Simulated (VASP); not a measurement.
Input of a VASP 6.6.1 run:

INCAR

```
SYSTEM = Au
PREC = Accurate
ENCUT = 520
EDIFF = 1E-7
ISMEAR = 0
SIGMA = 0.15
LREAL = .False.
LASPH = .True.
NELM = 100
ALGO = Normal
ISIF = 2
LWAVE = .False.
LCHARG = .False.
GGA = PE
NBANDS = 18
```

File KPOINTS:

```
Automatic mesh
0
Gamma
  12 12 8
  0 0 0
```

POSCAR

```
Au
1.0
    2.9705019443     -0.0685826999      0.0002938555
   -1.5446453325      2.5378639798     -0.0000252993
    0.0004926229      0.0002354427      4.8505847443
Au
2
Direct
    0.3392321724      0.6604225000      0.7499951439
    0.6607678276      0.3395775000      0.2500048561
```

Potentials or basis: VASP PAW PBE potentials, release 64 (Au).

Launch:

```sh
$ cat potpaw_PBE.64/Au/POTCAR > POTCAR
$ mpirun -np 1 vasp_std > vasp.out
```

(1) Predict the band gap on the k mesh.

(2) Predict the pressure.

Answers

(1) zero (bands 11 and 12 overlap by 6.32 eV).

(2) -0.2 GPa.

Caveat: spin-orbit coupling is left out, which moves the levels of the heavy elements.
